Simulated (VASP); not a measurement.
A run of VASP 6.6.1:

The input INCAR:

```
SYSTEM = TiBeB
PREC = Accurate ; ENCUT = 600
EDIFF = 1E-7 ; ISMEAR = -1
SIGMA = 0.05 ; LREAL = .FALSE.
LASPH = .TRUE. ; NELM = 100
ALGO = Normal ; ISIF = 3
LWAVE = .FALSE. ; LCHARG = .FALSE.
GGA = CA ; IBRION = 2
NSW = 60 ; EDIFFG = -0.01
```

The input KPOINTS:

```
Automatic mesh
0
G
  11 11 10
  0 0 0
```

File POSCAR:

```
TiBeB
1.0
    3.2782400000      0.0000000000      0.0000000000
   -1.6391200000      2.8390400000      0.0000000000
    0.0000000000      0.0000000000      3.1429100000
Ti Be B
1 1 1
Direct
    0.3333333333      0.6666666667      0.0000000000
    0.6666666667      0.3333333333      0.5000000000
    0.0000000000      0.0000000000      0.5000000000
```

Potentials or basis: VASP PAW LDA potentials, release 64 (Ti_sv, Be, B).

Run with:

```sh
$ cat potpaw_LDA.64/Ti_sv/POTCAR potpaw_LDA.64/Be/POTCAR potpaw_LDA.64/B/POTCAR > POTCAR
$ mpirun -np 1 vasp_std > vasp.out
```

Hardware: 1 thread of Intel Xeon 8259CL, on a shared host.

Estimate the wall time of this run.

Wall time 3.8 min on 1 thread of Intel Xeon 8259CL, on a shared host, peak memory 0.19 GiB. Counts: scf iterations 69, k points 96, ion steps 8.
